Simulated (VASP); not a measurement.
A run of VASP 6.6.1 is set up as follows.

INCAR

```
SYSTEM = Si3C4
  ALGO = Normal
  EDIFF = 1E-7
  ENCUT = 520
  GGA = RP
  ISIF = 2
  ISMEAR = -1
  ISPIN = 2
  LASPH = .TRUE.
  LCHARG = .FALSE.
  LORBIT = 11
  LREAL = .FALSE.
  LWAVE = .FALSE.
  MAGMOM = 0.375 0.375 0.375 0.375 0.375 0.375 0.375 0.375 0 0 0 0 0 0
  NBANDS = 45
  NELECT = 57.0
  NELM = 150
  PREC = Accurate
  SIGMA = 0.05
```

Contents of KPOINTS:

```
Automatic mesh
0
Gamma
  2 2 2
  0.5 0.5 0.5
```

Contents of POSCAR:

```
Si3C4
1.0
    0.0000000000      4.3568530000      4.3568530000
    4.3568530000      0.0000000000      4.3568530000
    4.3568530000      4.3568530000      0.0000000000
C Si
8 6
Direct
    0.1302630000      0.1286310000      0.1211150000
    0.6324420000      0.6245750000      0.6233100000
    0.1262190000      0.1226100000      0.6300860000
    0.6175920000      0.6225110000      0.1329360000
    0.1210300000      0.6318040000      0.1215620000
    0.6283910000      0.1242450000      0.6272300000
    0.6261810000      0.1252630000      0.1293730000
    0.1224900000      0.6221390000      0.6249310000
    0.9996980000      0.9963090000      0.4945370000
    0.4931860000      0.4990690000      0.0059220000
    0.0011980000      0.4958720000      0.9961440000
    0.4950660000      0.9979470000      0.4999500000
    0.4959290000      0.0015310000      0.9971520000
    0.0063970000      0.4917200000      0.4999270000
```

Potentials or basis: VASP PAW PBE potentials, release 64 (C, Si).

Run with:

```console
$ cat potpaw_PBE.64/C/POTCAR potpaw_PBE.64/Si/POTCAR > POTCAR
$ mpirun -np 1 vasp_std > vasp.out
```

(1) What does it give for the net moment?

(2) Estimate the largest force.

(3) Predict the site moments.

Answers

(1) 1.54 μB per cell.

(2) 1.862 eV/Å.

(3) C +0.10, +0.04, +0.13, +0.09, +0.14 (each value once); Si -0.01, -0.00 (each value once) μB.

Caveat: the k points lie up to 0.62 Å⁻¹ apart; the cell carries a net charge on a neutralising background, which shifts energy and pressure; the PAW data sets were made with another functional, which shifts forces and pressure a little.
